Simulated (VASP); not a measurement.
# TiW14 (a cell with a defect) in VASP: further runs

The runs below take TiW14 (a cell with a defect) through single point, with PBE+D3(BJ).

All numbers are computed with VASP 6.6.1; they aren't measurements. Logs are shortened: lines on timing, memory, paths and dates and some standing lists are left out, and cuts for length are marked.

### Step 1. The cell of the first run

The cell holds a defect, 15 atoms: a = 6.320 Å, b = 6.320 Å, c = 6.320 Å, α = 90.00°, β = 90.00°, γ = 90.00°.

### Step 2. Single point, PBE+D3(BJ)

The input, INCAR:

```
PREC = Accurate ; ENCUT = 520
EDIFF = 1E-7 ; ISMEAR = -1
SIGMA = 0.1 ; LREAL = Auto
LASPH = T ; NELM = 60
ALGO = Normal ; ISIF = 2
LWAVE = F ; LCHARG = F
GGA = PE ; IVDW = 12
NBANDS = 117
```

The input, KPOINTS:

```
regular mesh
0
Gamma
  3 3 3
```

The input, POSCAR:

```
TiW14
1.0
    6.3200000000      0.0000000000      0.0000000000
    0.0000000000      6.3200000000      0.0000000000
    0.0000000000      0.0000000000      6.3200000000
Ti W
1 14
Direct
    0.1847528481     -0.1840287975     -0.1839897152
    0.5077768987      0.0052946203      0.0053330696
   -0.0045705696      0.4929469937      0.0053332278
   -0.0045704114      0.0052946203      0.4929859177
    0.2491204114      0.2429381329      0.2429767405
    0.4973178797      0.5034061709      0.0013278481
    0.4973180380      0.0012893987      0.5034446203
    0.7510569620      0.2496670886      0.2497055380
   -0.0005651899      0.5034060127      0.5034446203
    0.2547210443      0.7460030063      0.2591982595
    0.2547208861      0.2591593354      0.7460416139
    0.4994636076      0.5012604430      0.5012990506
    0.7577859177      0.7516037975      0.2429767405
    0.7577857595      0.2429384494      0.7516420886
    0.7415647152      0.7460031646      0.7460416139
```

Potentials or basis: VASP PAW PBE potentials, release 64 (Ti_sv, W_sv).

Run with:

```sh
cat potpaw_PBE.64/Ti_sv/POTCAR potpaw_PBE.64/W_sv/POTCAR > POTCAR
mpirun -np 1 vasp_std > vasp.out
```

OUTCAR:

```text
PREC = Accurate
   ENCUT = 520
   EDIFF = 1E-7
   ISMEAR = -1
   LREAL = Auto
   LASPH = T
   NELM = 60
   ISIF = 2
   GGA = PE
   IVDW = 12
 IVDW          = 12

 ion  position               nearest neighbor table
   1  0.185  0.816  0.816-   2 2.65   3 2.65   4 2.65  10 2.87  15 2.87  11 2.87   6 3.03   9 3.03
                             7 3.03
   2  0.508  0.005  0.005-   1 2.65   8 2.67   5 2.68  13 2.71  14 2.71  15 2.75  11 2.80  10 2.80
                             7 3.15   6 3.15   7 3.17   6 3.17
   3  0.995  0.493  0.005-   1 2.65   8 2.67  13 2.68  14 2.71   5 2.71  11 2.75  15 2.80  10 2.80
                             9 3.15   6 3.15   6 3.17   9 3.17
   4  0.995  0.005  0.493-   1 2.65   8 2.67  14 2.68   5 2.71  13 2.71  10 2.75  11 2.80  15 2.80
                             9 3.15   7 3.15   7 3.17   9 3.17
   5  0.249  0.243  0.243-   2 2.68   3 2.71   4 2.71   7 2.74   6 2.74  12 2.80   9 2.81  11 3.14
                            10 3.14   8 3.15   8 3.17  11 3.18  10 3.18
   6  0.497  0.503  0.001-  11 2.71  15 2.71  10 2.71   5 2.74  13 2.74   8 2.76  14 2.81   1 3.03
                             2 3.15   3 3.15  12 3.16  12 3.16   2 3.17   3 3.17
   7  0.497  0.001  0.503-  10 2.71  15 2.71  11 2.71  14 2.74   5 2.74   8 2.76  13 2.81   1 3.03
                             4 3.15   2 3.15  12 3.16  12 3.16   4 3.17   2 3.17
   8  0.751  0.250  0.250-   3 2.67   2 2.67   4 2.67  12 2.75   7 2.76   9 2.76   6 2.76  13 3.15
                            14 3.15   5 3.15  14 3.17   5 3.17  13 3.17
   9  0.999  0.503  0.503-  10 2.71  11 2.71  15 2.71  14 2.74  13 2.74   8 2.76   5 2.81   1 3.03
                             4 3.15   3 3.15  12 3.16  12 3.16   4 3.17   3 3.17
  10  0.255  0.746  0.259-  12 2.67   9 2.71   7 2.71   6 2.71   4 2.75   3 2.80   2 2.80   1 2.87
                             5 3.14  13 3.14   5 3.18  13 3.18
  11  0.255  0.259  0.746-  12 2.67   9 2.71   6 2.71   7 2.71   3 2.75   4 2.80   2 2.80   1 2.87
                            14 3.14   5 3.14  14 3.18   5 3.18
  12  0.499  0.501  0.501-  10 2.67  11 2.67  15 2.67   8 2.75  14 2.80   5 2.80  13 2.80   7 3.16
                             9 3.16   6 3.16   9 3.16   6 3.16   7 3.16
  13  0.758  0.752  0.243-   3 2.68   2 2.71   4 2.71   9 2.74   6 2.74  12 2.80   7 2.81  15 3.14
                            10 3.14   8 3.15   8 3.17  15 3.18  10 3.18
  14  0.758  0.243  0.752-   4 2.68   3 2.71   2 2.71   9 2.74   7 2.74  12 2.80   6 2.81  11 3.14
                            15 3.14   8 3.15   8 3.17  15 3.18  11 3.18
  15  0.742  0.746  0.746-  12 2.67   7 2.71   6 2.71   9 2.71   2 2.75   4 2.80   3 2.80   1 2.87
                            13 3.14  14 3.14  14 3.18  13 3.18

  LATTYP: Found a simple cubic cell.
 ALAT       =     6.3200000000

  Lattice vectors:

 A1 = (   6.3200000000,   0.0000000000,   0.0000000000)
 A2 = (   0.0000000000,   6.3200000000,   0.0000000000)
 A3 = (   0.0000000000,   0.0000000000,   6.3200000000)

Analysis of symmetry for initial positions (statically):
=====================================================================
 Subroutine PRICEL returns:
 Original cell was already a primitive cell.

 Routine SETGRP: Setting up the symmetry group for a
 simple cubic supercell.

 Subroutine GETGRP returns: Found  6 space group operations
 (whereof  1 operations were pure point group operations)
 out of a pool of 48 trial point group operations.

The static configuration has the point symmetry C_1 .
 The point group associated with its full space group is C_3v.

Analysis of symmetry for dynamics (positions and initial velocities):
=====================================================================
 Subroutine PRICEL returns:
 Original cell was already a primitive cell.

 Routine SETGRP: Setting up the symmetry group for a
 simple cubic supercell.

 Subroutine GETGRP returns: Found  6 space group operations
 (whereof  1 operations were pure point group operations)
 out of a pool of 48 trial point group operations.

The dynamic configuration has the point symmetry C_1 .
 The point group associated with its full space group is C_3v.

 Subroutine INISYM returns: Found  6 space group operations
 (whereof  1 operations are pure point group operations),
 and found     1 'primitive' translations

----------------------------------------------------------------------------------------

                                     Primitive cell

  volume of cell :     252.4360

  direct lattice vectors                    reciprocal lattice vectors
     6.320000000  0.000000000  0.000000000     0.158227848  0.000000000  0.000000000
     0.000000000  6.320000000  0.000000000     0.000000000  0.158227848  0.000000000
[... 63 lines left out ...]

 Found      6 irreducible k-points:

 Following reciprocal coordinates:
            Coordinates               Weight
  0.000000  0.000000  0.000000      1.000000
  0.333333  0.000000  0.000000      6.000000
  0.333333  0.333333  0.000000      6.000000
  0.000000  0.333333  0.333333      6.000000
  0.333333  0.333333  0.333333      6.000000
 -0.333333  0.333333  0.333333      2.000000
   k-points           NKPTS =      6   k-points in BZ     NKDIM =      6   number of bands    NBANDS=    117
   number of dos      NEDOS =    301   number of ions     NIONS =     15
   total plane-waves  NPLWV = 110592
   dimension x,y,z NGX =    48 NGY =   48 NGZ =   48
   dimension x,y,z NGXF=    96 NGYF=   96 NGZF=   96
   ions per type =               1  14
   NGX,Y,Z   is equivalent  to a cutoff of  12.63, 12.63, 12.63 a.u.
   NGXF,Y,Z  is equivalent  to a cutoff of  25.25, 25.25, 25.25 a.u.
 SYSTEM =  unknown system
   PREC   = accura    normal or accurate (medium, high low for compatibility)
   ISTART =      0    job   : 0-new  1-cont  2-samecut
   ICHARG =      2    charge: 1-file 2-atom 10-const
   ISPIN  =      1    spin polarized calculation?
   LNONCOLLINEAR =      F non collinear calculations
   LSORBIT =      F    spin-orbit coupling
   LASPH  =      T    aspherical Exc in radial PAW
   ENCUT  =  520.0 eV  38.22 Ry    6.18 a.u.  11.75 11.75 11.75*2*pi/ulx,y,z
   NELM   =     60;   NELMIN=  2; NELMDL= -5     # of ELM steps
   EDIFF  = 0.1E-06   stopping-criterion for ELM
   LREAL  =      T    real-space projection
   EDIFFG = 0.1E-05   stopping-criterion for IOM
   NSW    =      0    number of steps for IOM
   IBRION =     -1    ionic relax: 0-MD 1-quasi-New 2-CG
   NFREE  =      0    steps in history (QN), initial steepest desc. (CG)
   ISIF   =      2    stress and relaxation
   ISYM   =      2    0-nonsym 1-usesym 2-fastsym
   POTIM  = 0.5000    time-step for ionic-motion
   TEBEG  =    0.0;   TEEND  =   0.0 temperature during run
   PSTRESS=    0.0 pullay stress
   NELECT =     208.0000    total number of electrons
   NUPDOWN=      -1.0000    fix difference up-down
   EMIN   =  10.00;   EMAX   =-10.00  energy-range for DOS
   EFERMI =   0.00;   METHOD = LEGACY
   ISMEAR =    -1;   SIGMA  =   0.10  broadening in eV -4-tet -1-fermi 0-gaus
   EFERMI_NEDOS =   21; number of points for ismear=-14 and -15
   IALGO  =     38    algorithm
   IMIX   =      4    mixing-type and parameters
     AMIX     =   0.40;   BMIX     =  1.00
     AMIX_MAG =   1.60;   BMIX_MAG =  1.00
  volume/ion in A,a.u.               =      16.83       113.57
  Fermi-wavevector in a.u.,A,eV,Ry     =   1.534778  2.900310 32.049110  2.355543
  Thomas-Fermi vector in A             =   2.641658
   LORBIT       =      0    0 simple, 1 ext, 2 COOP (PROOUT), +10 PAW based schemes
   GGA     = PE    functional components
   LHFCALC =     F    Hartree Fock is set to
   AEXX    =    0.0000 exact exchange contribution
   IVDW    =    12    specifies the selected vdW correction
   LEPSILON=     F    determine dielectric tensor
   LRPA    =     F    only Hartree local field effects (RPA)
 non-spin polarized calculation
  energy-cutoff  :      520.00
  volume of cell :      252.44
 maximum number of plane-waves:      6859
   NGX = 23   NGY = 23   NGZ = 23

 number of electron     208.0000011 magnetization

 Free energy of the ion-electron system (eV)
  ---------------------------------------------------
  ext. energy  EPLUGINS =         0.00000000
  ---------------------------------------------------
  free energy    TOTEN  =      -185.83124227 eV

  energy without entropy =     -185.54542272  energy(sigma->0) =     -185.68833249

 E-fermi :  10.1052     XC(G=0): -13.1170

 val. band max:       10.1010019256   @ k =   0.0000   0.3333   0.3333
 cond. band min:      10.1597904331   @ k =   0.3333   0.0000   0.0000
 fundamental gap:      0.0587885075
 Fermi energy:        10.1052317734

 k-point     1 :       0.0000    0.0000    0.0000
  band No.  band energies     occupation
      1     -63.7576      2.00000
      2     -63.7161      2.00000
      3     -63.7161      2.00000
      4     -63.6580      2.00000
      5     -63.6579      2.00000
      6     -63.6548      2.00000
[... 703 lines left out ...]
    115      12.1158      0.00000
    116      12.2799      0.00000
 [bands above 116 left out]

------------------------ aborting loop because EDIFF is reached ----------------------------------------

 Edisp (eV)   -9.77049

 E8    (eV) :    -4.9850

  FORCE on cell =-STRESS in cart. coord.  units (eV):
  Direction    XX          YY          ZZ          XY          YZ          ZX
  --------------------------------------------------------------------------------------
  -------------------------------------------------------------------------------------
  Total      -8.79537    -8.79537    -8.79537     3.06182    -3.06182     3.06182
  in kB     -55.82305   -55.82305   -55.82305    19.43299   -19.43299    19.43299
  external pressure =      -55.82 kB  Pullay stress =        0.00 kB

 VOLUME and BASIS-vectors are now :
 -----------------------------------------------------------------------------
  energy-cutoff  :      520.00
  volume of cell :      252.44
      direct lattice vectors                 reciprocal lattice vectors
     6.320000000  0.000000000  0.000000000     0.158227848  0.000000000  0.000000000
     0.000000000  6.320000000  0.000000000     0.000000000  0.158227848  0.000000000
     0.000000000  0.000000000  6.320000000     0.000000000  0.000000000  0.158227848

 POSITION                                       TOTAL-FORCE (eV/Angst)
 -----------------------------------------------------------------------------------
      1.16764      5.15694      5.15718         0.723960     -0.723960     -0.723960
      3.20915      0.03346      0.03370        -0.078249      0.054961      0.054961
      6.29111      3.11543      0.03371        -0.054961      0.078249      0.054961
      6.29111      0.03346      3.11567        -0.054961      0.054961      0.078249
      1.57444      1.53537      1.53561        -0.078297      0.002799      0.002799
      3.14305      3.18153      0.00839        -0.015539      0.015539      0.085046
      3.14305      0.00815      3.18177        -0.015539      0.085046      0.015539
      4.74668      1.57790      1.57814        -0.045262      0.045262      0.045262
      6.31643      3.18153      3.18177        -0.085046      0.015539      0.015539
      1.60984      4.71474      1.63813        -0.092062      0.092062      0.051080
      1.60984      1.63789      4.71498        -0.092062      0.051080      0.092062
      3.15661      3.16797      3.16821        -0.055300      0.055300      0.055300
      4.78921      4.75014      1.53561        -0.002799      0.078297      0.002799
      4.78921      1.53537      4.75038        -0.002799      0.002799      0.078297
      4.68669      4.71474      4.71498        -0.051080      0.092062      0.092062
 -----------------------------------------------------------------------------------
    total drift:                                0.019430     -0.022272      0.025519

  FREE ENERGIE OF THE ION-ELECTRON SYSTEM (eV)
  ---------------------------------------------------
  free  energy   TOTEN  =      -195.6017323123 eV

  energy  without entropy=     -195.3159127646  energy(sigma->0) =     -195.45882254
```

Wall time 7.1 min (1 thread of AMD EPYC 7R43 (Zen 3), shared host); peak memory 0.34 GiB.

Results:

* Free energy: -195.6017 eV
* Pressure: -5.6 GPa
* Largest force: 1.254 eV/Å
* Band gap on the k mesh: zero (bands 104 and 105 overlap by 0.87 eV)
* Dispersion energy per atom: -0.651 eV

Forces in eV/Å, atoms in the order of the input:
```
Ti   0.724 -0.724 -0.724
W   -0.078  0.055  0.055
W   -0.055  0.078  0.055
W   -0.055  0.055  0.078
W   -0.078  0.003  0.003
W   -0.016  0.016  0.085
W   -0.016  0.085  0.016
W   -0.045  0.045  0.045
W   -0.085  0.016  0.016
W   -0.092  0.092  0.051
W   -0.092  0.051  0.092
W   -0.055  0.055  0.055
W   -0.003  0.078  0.003
W   -0.003  0.003  0.078
W   -0.051  0.092  0.092
```

Stress tensor (GPa, compression positive):
```
-5.58  1.94  1.94
 1.94 -5.58 -1.94
 1.94 -1.94 -5.58
```

Caveat: spin-orbit coupling is left out, which moves the levels of the heavy elements.

### Step 3. Single point, PBE+D3(BJ)

The input, INCAR:

```
SYSTEM = TiW14
PREC = Accurate
ENCUT = 520
EDIFF = 1E-6
ISMEAR = -1
SIGMA = 0.1
LREAL = Auto
LASPH = .TRUE.
NELM = 80
ALGO = Normal
ISIF = 2
LWAVE = .FALSE.
LCHARG = .TRUE.
GGA = PE
IVDW = 12
LELF = .TRUE.
LVHAR = .TRUE.
NBANDS = 117
```

The input, KPOINTS:

```
Automatic mesh
0
G
  3 3 3
  0 0 0
```

The input, POSCAR:

```
TiW14
1.0
    6.3200000000      0.0000000000      0.0000000000
    0.0000000000      6.3200000000      0.0000000000
    0.0000000000      0.0000000000      6.3200000000
Ti W
1 14
Direct
    0.0670022152     -0.0648300633     -0.0647136076
    0.5100856013      0.0052609177      0.0053765823
   -0.0030887658      0.4920867089      0.0053765823
   -0.0030886076      0.0052609177      0.4922026899
    0.2522090190      0.2478466772      0.2479625000
    0.4938455696      0.5083265823     -0.0002362342
    0.4938462025     -0.0003515823      0.5084419304
    0.7521757911      0.2499965190      0.2501120253
    0.0025238924      0.5083261076      0.5084419304
    0.2562123418      0.7459599684      0.2584280063
    0.2562120253      0.2583117089      0.7460756329
    0.5005893987      0.5015827532      0.5016984177
    0.7543256329      0.7499632911      0.2479623418
    0.7543254747      0.2478468354      0.7500787975
    0.7438606013      0.7459601266      0.7460757911
```

Potentials or basis: VASP PAW PBE potentials, release 64 (Ti_sv, W_sv).

Run with:

```sh
cat potpaw_PBE.64/Ti_sv/POTCAR potpaw_PBE.64/W_sv/POTCAR > POTCAR
mpirun -np 1 vasp_std > vasp.out
```

Run time: 5.9 min. Hardware: 1 thread of AMD EPYC 7R43 (Zen 3), shared host; peak memory 0.34 GiB.

Results (log left out):

```yaml
Free_energy: -195.6002 eV
Pressure: -5.6 GPa
Largest_force: 1.260 eV/Å
Band_gap_on_the_k_mesh: zero (bands 104 and 105 overlap by 0.87 eV)
Dispersion_energy_per_atom: -0.651 eV
```

Forces on the atoms (eV/Å):
```
Ti  -0.728  0.728  0.728
W    0.051 -0.092 -0.092
W    0.092 -0.051 -0.092
W    0.092 -0.092 -0.051
W    0.085 -0.016 -0.016
W    0.004 -0.004 -0.078
W    0.004 -0.078 -0.004
W    0.056 -0.056 -0.056
W    0.078 -0.004 -0.004
W    0.056 -0.056 -0.077
W    0.056 -0.077 -0.056
W    0.045 -0.045 -0.045
W    0.016 -0.085 -0.016
W    0.016 -0.016 -0.085
W    0.077 -0.056 -0.056
```

Stress tensor (GPa, compression positive):
```
-5.58  1.95  1.95
 1.95 -5.58 -1.95
 1.95 -1.95 -5.58
```

Levels at points of the mesh, in eV from the Fermi level:
```csv
k point,band 100,band 101,band 102,band 103,band 104,band 105,band 106,band 107,band 108,band 109
"(0.00, 0.00, 0.00)",-0.16,-0.16,0.11,0.23,0.33,0.33,1.00,1.00,1.17,1.21
```

Caveat: spin-orbit coupling is left out, which moves the levels of the heavy elements.
